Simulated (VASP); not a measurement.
# ZnS3 (P6/mmm) in VASP: a series of runs

ZnS3 is run at these levels: PBE; tasks: relaxation of cell and atoms, single point.

Everything below comes from runs of VASP 6.6.1. Logs are shortened: lines on timing, memory, paths and dates and some standing lists are left out, and cuts for length are marked.

### Step 1. The cell of the first run

It takes space group P6/mmm (No. 191, hexagonal). Conventional cell: a = 3.940 Å, b = 3.940 Å, c = 7.758 Å, α = 90.00°, β = 90.00°, γ = 120.00°. Within 5.2 Å of Zn (site symmetry 6/mmm) lie 6 Zn at 3.94 Å and 24 S at 4.35 to 5.17 Å. Within 2.6 Å of S (site symmetry mmm) lie 4 S at 1.97 Å.

### Step 2. Relaxation of cell and atoms, PBE

INCAR

```
  PREC = Accurate
  ENCUT = 600
  EDIFF = 1E-6
  ISMEAR = 0
  SIGMA = 0.1
  LREAL = False
  LASPH = True
  NELM = 80
  ALGO = Normal
  ISIF = 3
  LWAVE = False
  LCHARG = False
  GGA = PE
  IBRION = 2
  NSW = 90
  EDIFFG = -0.04
```

KPOINTS

```
Automatic mesh
0
Gamma
  6 6 2
```

POSCAR

```
ZnS3
1.0
    3.9404150700      0.0000000000      0.0000000000
   -1.9702075400      3.4124995500      0.0000000000
    0.0000000000      0.0000000000      7.7576353700
Zn S
1 3
Direct
    0.0000000000      0.0000000000      0.5000000000
    0.5000000000      0.0000000000      0.0000000000
    0.0000000000      0.5000000000      0.0000000000
    0.5000000000      0.5000000000      0.0000000000
```

Potentials or basis: VASP PAW PBE potentials, release 64 (Zn, S).

Run with:

```
$ cat potpaw_PBE.64/Zn/POTCAR potpaw_PBE.64/S/POTCAR > POTCAR
$ mpirun -np 1 vasp_std > vasp.out
```

OUTCAR:

```text
PREC = Accurate
   ENCUT = 600
   EDIFF = 1E-6
   ISMEAR = 0
   LREAL = False
   LASPH = True
   NELM = 80
   ISIF = 3
   GGA = PE
   IBRION = 2
   NSW = 90
   EDIFFG = -0.04

 ion  position               nearest neighbor table
   1  0.000  0.000  0.500-
   2  0.500  0.000  0.000-   3 1.97   3 1.97   4 1.97   4 1.97
   3  0.000  0.500  0.000-   2 1.97   2 1.97   4 1.97   4 1.97
   4  0.500  0.500  0.000-   3 1.97   3 1.97   2 1.97   2 1.97

  LATTYP: Found a hexagonal cell.
 ALAT       =     3.9404150700
 C/A-ratio  =     1.9687355855

  Lattice vectors:

 A1 = (   3.9404150700,   0.0000000000,   0.0000000000)
 A2 = (  -1.9702075400,   3.4124995500,   0.0000000000)
 A3 = (   0.0000000000,   0.0000000000,   7.7576353700)

Analysis of symmetry for initial positions (statically):
=====================================================================
 Subroutine PRICEL returns:
 Original cell was already a primitive cell.

 Routine SETGRP: Setting up the symmetry group for a
 hexagonal supercell.

 Subroutine GETGRP returns: Found 24 space group operations
 (whereof 24 operations were pure point group operations)
 out of a pool of 24 trial point group operations.

The static configuration has the point symmetry D_6h.

Analysis of symmetry for dynamics (positions and initial velocities):
=====================================================================
 Subroutine PRICEL returns:
 Original cell was already a primitive cell.

 Routine SETGRP: Setting up the symmetry group for a
 hexagonal supercell.

 Subroutine GETGRP returns: Found 24 space group operations
 (whereof 24 operations were pure point group operations)
 out of a pool of 24 trial point group operations.

The dynamic configuration has the point symmetry D_6h.

 Subroutine INISYM returns: Found 24 space group operations
 (whereof 24 operations are pure point group operations),
 and found     1 'primitive' translations

----------------------------------------------------------------------------------------

                                     Primitive cell

  volume of cell :     104.3143

  direct lattice vectors                    reciprocal lattice vectors
     3.940415070  0.000000000  0.000000000     0.253780371  0.146520166  0.000000000
    -1.970207540  3.412499550  0.000000000     0.000000000  0.293040332  0.000000000
     0.000000000  0.000000000  7.757635370     0.000000000  0.000000000  0.128905259

  length of vectors
     3.940415070  3.940415071  7.757635370     0.293040332  0.293040332  0.128905259

  position of ions in fractional coordinates (direct lattice)
     0.000000000  0.000000000  0.500000000
     0.500000000  0.000000000  0.000000000
     0.000000000  0.500000000  0.000000000
     0.500000000  0.500000000  0.000000000

  ion indices of the primitive-cell ions
   primitive index   ion index
                 1           1
                 2           2
                 3           3
                 4           4

----------------------------------------------------------------------------------------

 KPOINTS: Automatic mesh

Automatic generation of k-mesh.
 Grid dimensions read from file:
 generate k-points for:    6    6    2

 Generating k-lattice:

  Cartesian coordinates                     Fractional coordinates (reciprocal lattice)
     0.042296729  0.024420028  0.000000000     0.166666667 -0.000000000  0.000000000
     0.000000000  0.048840055  0.000000000     0.000000000  0.166666667  0.000000000
     0.000000000  0.000000000  0.064452630     0.000000000  0.000000000  0.500000000

  Length of vectors
     0.048840055  0.048840055  0.064452630

  Shift w.r.t. Gamma in fractional coordinates (k-lattice)
     0.000000000  0.000000000  0.000000000

 Subroutine IBZKPT returns following result:
 ===========================================

 Found     14 irreducible k-points:

 Following reciprocal coordinates:
            Coordinates               Weight
  0.000000  0.000000  0.000000      1.000000
  0.166667  0.000000  0.000000      6.000000
  0.333333  0.000000  0.000000      6.000000
  0.500000  0.000000  0.000000      3.000000
  0.166667  0.166667  0.000000      6.000000
  0.333333  0.166667  0.000000     12.000000
  0.333333  0.333333  0.000000      2.000000
  0.000000  0.000000  0.500000      1.000000
  0.166667  0.000000  0.500000      6.000000
  0.333333  0.000000  0.500000      6.000000
  0.500000  0.000000  0.500000      3.000000
  0.166667  0.166667  0.500000      6.000000
  0.333333  0.166667  0.500000     12.000000
  0.333333  0.333333  0.500000      2.000000
   k-points           NKPTS =     14   k-points in BZ     NKDIM =     14   number of bands    NBANDS=     19
   number of dos      NEDOS =    301   number of ions     NIONS =      4
   total plane-waves  NPLWV =  65536
   dimension x,y,z NGX =    32 NGY =   32 NGZ =   64
   dimension x,y,z NGXF=    64 NGYF=   64 NGZF=  128
   ions per type =               1   3
   NGX,Y,Z   is equivalent  to a cutoff of  13.50, 13.50, 13.72 a.u.
   NGXF,Y,Z  is equivalent  to a cutoff of  27.00, 27.00, 27.43 a.u.
 SYSTEM =  unknown system
   PREC   = accura    normal or accurate (medium, high low for compatibility)
   ISTART =      0    job   : 0-new  1-cont  2-samecut
   ICHARG =      2    charge: 1-file 2-atom 10-const
   ISPIN  =      1    spin polarized calculation?
   LNONCOLLINEAR =      F non collinear calculations
   LSORBIT =      F    spin-orbit coupling
   LASPH  =      T    aspherical Exc in radial PAW
   ENCUT  =  600.0 eV  44.10 Ry    6.64 a.u.   7.87  7.87 15.49*2*pi/ulx,y,z
   NELM   =     80;   NELMIN=  2; NELMDL= -5     # of ELM steps
   EDIFF  = 0.1E-05   stopping-criterion for ELM
   LREAL  =      F    real-space projection
   EDIFFG = -.4E-01   stopping-criterion for IOM
   NSW    =     90    number of steps for IOM
   IBRION =      2    ionic relax: 0-MD 1-quasi-New 2-CG
   NFREE  =      1    steps in history (QN), initial steepest desc. (CG)
   ISIF   =      3    stress and relaxation
   ISYM   =      2    0-nonsym 1-usesym 2-fastsym
   POTIM  = 0.5000    time-step for ionic-motion
   TEBEG  =    0.0;   TEEND  =   0.0 temperature during run
   PSTRESS=    0.0 pullay stress
   NELECT =      30.0000    total number of electrons
   NUPDOWN=      -1.0000    fix difference up-down
   EMIN   =  10.00;   EMAX   =-10.00  energy-range for DOS
   EFERMI =   0.00;   METHOD = LEGACY
   ISMEAR =     0;   SIGMA  =   0.10  broadening in eV -4-tet -1-fermi 0-gaus
   EFERMI_NEDOS =   21; number of points for ismear=-14 and -15
   IALGO  =     38    algorithm
   IMIX   =      4    mixing-type and parameters
     AMIX     =   0.40;   BMIX     =  1.00
     AMIX_MAG =   1.60;   BMIX_MAG =  1.00
  volume/ion in A,a.u.               =      26.08       175.99
  Fermi-wavevector in a.u.,A,eV,Ry     =   1.080606  2.042049 15.887642  1.167709
  Thomas-Fermi vector in A             =   2.216601
   LORBIT       =      0    0 simple, 1 ext, 2 COOP (PROOUT), +10 PAW based schemes
   GGA     = PE    functional components
   LHFCALC =     F    Hartree Fock is set to
   AEXX    =    0.0000 exact exchange contribution
   IVDW    =     0    specifies the selected vdW correction
   LEPSILON=     F    determine dielectric tensor
   LRPA    =     F    only Hartree local field effects (RPA)
 conjugate gradient relaxation of ions
 non-spin polarized calculation
 Gauss-broadening in eV      SIGMA  =   0.10
  energy-cutoff  :      600.00
  volume of cell :      104.31
 maximum number of plane-waves:      3510
 NGX is ok and might be reduce to    32
   NGX = 15   NGY = 15   NGZ = 31

--------------------------------------- Ionic step        1  -------------------------------------------

 number of electron      29.9999976 magnetization

 Free energy of the ion-electron system (eV)
  ---------------------------------------------------
  ext. energy  EPLUGINS =         0.00000000
  ---------------------------------------------------
  free energy    TOTEN  =        -5.63962445 eV

  energy without entropy =       -5.61196526  energy(sigma->0) =       -5.62579485

------------------------ aborting loop because EDIFF is reached ----------------------------------------

  FORCE on cell =-STRESS in cart. coord.  units (eV):
  Direction    XX          YY          ZZ          XY          YZ          ZX
  --------------------------------------------------------------------------------------
  -------------------------------------------------------------------------------------
  Total       27.3909634     27.3909633     -0.3360922     -0.0000000      0.0000000     -0.0000000
  in kB      420.7013956    420.7013951     -5.1620838     -0.0000006      0.0000000     -0.0000000
  external PRESSURE =     278.7469023 kB  Pullay stress =       0.0000000 kB
[... 95 lines left out ...]
  FREE ENERGIE OF THE ION-ELECTRON SYSTEM (eV)
  ---------------------------------------------------
  free  energy   TOTEN  =       -10.3307288423 eV

  energy  without entropy=      -10.2954293013  energy(sigma->0) =      -10.31307907

 E-fermi :  -0.2911     XC(G=0):  -6.9987

 val. band max:       -0.3152265280   @ k =   0.3333   0.0000   0.0000
 cond. band min:      -0.2813539802   @ k =   0.1667   0.1667   0.5000
 fundamental gap:      0.0338725478
 Fermi energy:        -0.2910759710

 k-point     1 :       0.0000    0.0000    0.0000
  band No.  band energies     occupation
      1     -16.3959      2.00000
      2     -10.4141      2.00000
      3     -10.4141      2.00000
      4      -8.7157      2.00000
      5      -5.4215      2.00000
      6      -5.4215      2.00000
[... 11 lines left out ...]
     18       4.2827      0.00000
     19       5.8345      0.00000
[... 269 lines left out ...]
      3     -11.2015      2.00000
      4      -5.4150      2.00000
      5      -5.4149      2.00000
      6      -5.4139      2.00000
[... 11 lines left out ...]
     18       1.5922      0.00000
     19       3.6357      0.00000

[... ionic steps 4 to 15 ...]

--------------------------------------- Ionic step       16  -------------------------------------------

 number of electron      29.9999996 magnetization

------------------------ aborting loop because EDIFF is reached ----------------------------------------

  FORCE on cell =-STRESS in cart. coord.  units (eV):
  Direction    XX          YY          ZZ          XY          YZ          ZX
  --------------------------------------------------------------------------------------
  -------------------------------------------------------------------------------------
  Total       -0.6284892     -0.6284892      0.7681857      0.0000000      0.0000000     -0.0000000
  in kB      -11.7527507    -11.7527507     14.3650757      0.0000000      0.0000000     -0.0000000
  external PRESSURE =      -3.0468086 kB  Pullay stress =       0.0000000 kB
[... 61 lines left out ...]
  energy  without entropy=      -10.9258217122  energy(sigma->0) =      -10.92969926

--------------------------------------- Ionic step       18  -------------------------------------------

 number of electron      29.9999975 magnetization

 Free energy of the ion-electron system (eV)
  ---------------------------------------------------
  ext. energy  EPLUGINS =         0.00000000
  ---------------------------------------------------
  free energy    TOTEN  =       -10.93572598 eV

  energy without entropy =      -10.92809175  energy(sigma->0) =      -10.93190887

 E-fermi :   3.2641     XC(G=0):  -9.2490

 val. band max:        3.1674666788   @ k =   0.5000   0.0000   0.5000
 cond. band min:       3.2911129264   @ k =   0.3333   0.0000   0.5000
 fundamental gap:      0.1236462476
 Fermi energy:         3.2640516740

 k-point     1 :       0.0000    0.0000    0.0000
  band No.  band energies     occupation
      1     -13.2569      2.00000
      2      -7.4879      2.00000
      3      -7.4879      2.00000
      4      -5.4800      2.00000
      5      -3.0782      2.00000
      6      -3.0495      2.00000
[... 11 lines left out ...]
     18       8.3235      0.00000
     19       8.3235      0.00000
[... 315 lines left out ...]
  FREE ENERGIE OF THE ION-ELECTRON SYSTEM (eV)
  ---------------------------------------------------
  free  energy   TOTEN  =       -10.9357259779 eV

  energy  without entropy=      -10.9280917537  energy(sigma->0) =      -10.93190887

 reached required accuracy - stopping structural energy minimisation
```

Run time: 6.3 min. Hardware: 1 thread of Intel Xeon Platinum 8259CL at 2.50GHz (Skylake/Cascade Lake), shared host; peak memory 0.26 GiB.

Results:

* Free energy: -10.9357 eV
* Relaxed volume: 21.86 Å³/atom
* Relaxed cell: a = 4.781 Å, b = 4.781 Å, c = 4.417 Å, α = 90.00°, β = 90.00°, γ = 120.00°
* Space group after relaxing (to 0.05 Å): P6/mmm (No. 191)
* Energy gained by relaxing: 1324.0 meV/atom
* Ionic steps: 18
* Pressure after relaxing: 0.1 GPa
* Band gap on the k mesh: zero (band 15 reaches 4.13 eV, above the bottom of band 16 at 1.99 eV)

Stress tensor (GPa, compression positive):
```
0.19 0.00 0.00
0.00 0.19 0.00
0.00 0.00 0.03
```

Step by step:
| step | energy change (eV) | largest force (eV/Å) | pressure (GPa) | volume (Å³) |
| --- | --- | --- | --- | --- |
| 1 | 0.0000 | 0.0000 | 27.87 | 104.31 |
| 2 | -3.9016 | 0.0000 | -4.38 | 183.87 |
| 3 | -4.6911 | 0.0000 | -0.07 | 151.11 |
| 4 | -4.6910 | 0.0000 | -0.29 | 152.13 |
| 5 | -4.6941 | 0.0000 | -0.17 | 150.73 |
| 6 | -4.6990 | 0.0000 | 0.26 | 146.58 |
| 7 | -4.7002 | 0.0000 | 0.26 | 146.25 |
| 8 | -4.7041 | 0.0000 | 0.26 | 145.27 |
| 9 | -4.7124 | 0.0000 | 0.25 | 143.29 |
| 10 | -4.7313 | 0.0000 | 0.23 | 139.34 |
| 11 | -4.7792 | 0.0000 | 0.18 | 131.43 |
| 12 | -4.9063 | 0.0000 | 0.15 | 115.61 |
| 13 | -5.2765 | 0.0000 | 1.99 | 83.94 |
| 14 | -5.1912 | 0.0000 | 0.45 | 94.68 |
| 15 | -5.2812 | 0.0000 | 1.37 | 86.58 |
| 16 | -5.2759 | 0.0000 | -0.30 | 85.68 |
| 17 | -5.2940 | 0.0000 | 0.55 | 86.21 |
| 18 | -5.2961 | 0.0000 | 0.14 | 87.43 |

Final structure:
```cif
data_structure
_symmetry_space_group_name_H-M 'P 1'
_symmetry_Int_Tables_number 1
_cell_length_a 4.7811
_cell_length_b 4.7811
_cell_length_c 4.4165
_cell_angle_alpha 90.000
_cell_angle_beta 90.000
_cell_angle_gamma 120.000
_cell_volume 87.43
loop_
_atom_site_label
_atom_site_type_symbol
_atom_site_fract_x
_atom_site_fract_y
_atom_site_fract_z
_atom_site_occupancy
Zn1 Zn 0.00000 0.00000 0.50000 1
S1 S 0.50000 0.00000 0.00000 1
S2 S 0.00000 0.50000 0.00000 1
S3 S 0.50000 0.50000 0.00000 1
```

Levels at points of the mesh, in eV from the Fermi level:
```tsv
k point	band 12	band 13	band 14	band 15	band 16	band 17	band 18	band 19
(0.00, 0.00, 0.00)	-4.70	-2.27	-0.29	-0.29	3.62	3.69	5.06	5.06
(0.50, 0.00, 0.00)	-2.08	-1.90	-1.85	-1.69	-0.46	0.08	2.56	4.55
(0.00, 0.00, 0.50)	-5.14	-0.70	-0.70	0.73	1.55	3.71	3.83	3.83
(0.50, 0.00, 0.50)	-1.84	-1.83	-1.58	-1.51	-1.27	-0.10	5.19	5.72
```

Caveat: the k points lie up to 0.71 Å⁻¹ apart in the final cell; the volume moved by over 15 % at a fixed basis, so the end points are rough.

### Step 3. Relaxation of cell and atoms, PBE

This run uses another cell than the first one, of 21.94 Å³/atom, 0.841 times its volume.

INCAR

```
  PREC = Accurate
  ENCUT = 600
  EDIFF = 1E-7
  ISMEAR = 0
  SIGMA = 0.1
  LREAL = F
  LASPH = T
  NELM = 60
  ALGO = Normal
  ISIF = 3
  LWAVE = F
  LCHARG = F
  GGA = PE
  IBRION = 2
  NSW = 90
  EDIFFG = -0.04
```

KPOINTS

```
regular mesh
0
Gamma
  6 6 4
```

POSCAR

```
ZnS3
1.0
    4.7877132448      0.0000000000      0.0000000000
   -2.3938566224      4.1462812960      0.0000000000
    0.0000000000      0.0000000000      4.4198964785
Zn S
1 3
Direct
    0.0000000000      0.0000000000      0.5000000000
    0.5000000000      0.0000000000      0.0000000000
    0.0000000000      0.5000000000      0.0000000000
    0.5000000000      0.5000000000      0.0000000000
```

Potentials or basis: VASP PAW PBE potentials, release 64 (Zn, S).

Run with:

```
$ cat potpaw_PBE.64/Zn/POTCAR potpaw_PBE.64/S/POTCAR > POTCAR
$ mpirun -np 1 vasp_std > vasp.out
```

Wall time 4.4 min (1 thread of Intel Xeon Platinum 8259CL at 2.50GHz (Skylake/Cascade Lake), shared host); peak memory 0.25 GiB.

It converged, with:

```
Free energy                            : -11.0316 eV
Relaxed volume                         : 19.90 Å³/atom
Relaxed cell                           : a = 4.850 Å, b = 4.850 Å, c = 3.907 Å, α = 90.00°, β = 90.00°, γ = 120.00°
Space group after relaxing (to 0.05 Å) : P6/mmm (No. 191)
Energy gained by relaxing              : 13.3 meV/atom
Ionic steps                            : 9
Pressure after relaxing                : 0.0 GPa
Band gap on the k mesh                 : zero (band 15 reaches 5.26 eV, above the bottom of band 16 at 2.42 eV)
```

Stress tensor (GPa, compression positive):
```
 0.07  0.00  0.00
 0.00  0.07  0.00
 0.00  0.00 -0.14
```

Step by step:
```
step  energy change (eV)  largest force (eV/Å)  pressure (GPa)  volume (Å³)
   1              0.0000                0.0000           -0.25        87.74
   2             -0.0090                0.0000           -0.46        87.29
   3             -0.0258                0.0000           -1.02        85.91
   4             -0.0324                0.0000           -1.97        82.90
   5             -0.0324                0.0000           -1.57        84.24
   6             -0.0386                0.0000           -1.31        83.37
   7             -0.0511                0.0000           -0.43        80.75
   8             -0.0351                0.0000            1.81        75.62
   9             -0.0531                0.0000            0.00        79.60
```

Final structure:
```yaml
crystal:
  lattice:
    - [4.85016, 0.00000, 0.00000]
    - [-2.42508, 4.20037, 0.00000]
    - [0.00000, 0.00000, 3.90727]
  atoms:
    - { symbol: Zn, position: [0.00000, 0.00000, 0.50000] }
    - { symbol: S, position: [0.50000, 0.00000, 0.00000] }
    - { symbol: S, position: [0.00000, 0.50000, 0.00000] }
    - { symbol: S, position: [0.50000, 0.50000, 0.00000] }
```

Levels at points of the mesh, in eV from the Fermi level:
```
           k point  band 11  band 12  band 13  band 14  band 15  band 16  band 17  band 18  band 19
(0.00, 0.00, 0.00)    -5.90    -4.34    -2.51    -0.31    -0.31     3.03     3.58     4.42     4.42
(0.50, 0.00, 0.00)    -2.62    -2.29    -2.26    -2.20    -2.16    -0.44     0.49     2.83     4.27
(0.00, 0.00, 0.50)    -5.14    -5.14    -1.28    -1.28     0.99     1.16     3.10     3.13     3.13
(0.50, 0.00, 0.50)    -4.41    -2.10    -2.05    -2.02    -1.92    -1.85    -0.23     4.32     4.85
```

(Part 1 of 2 ends here.)
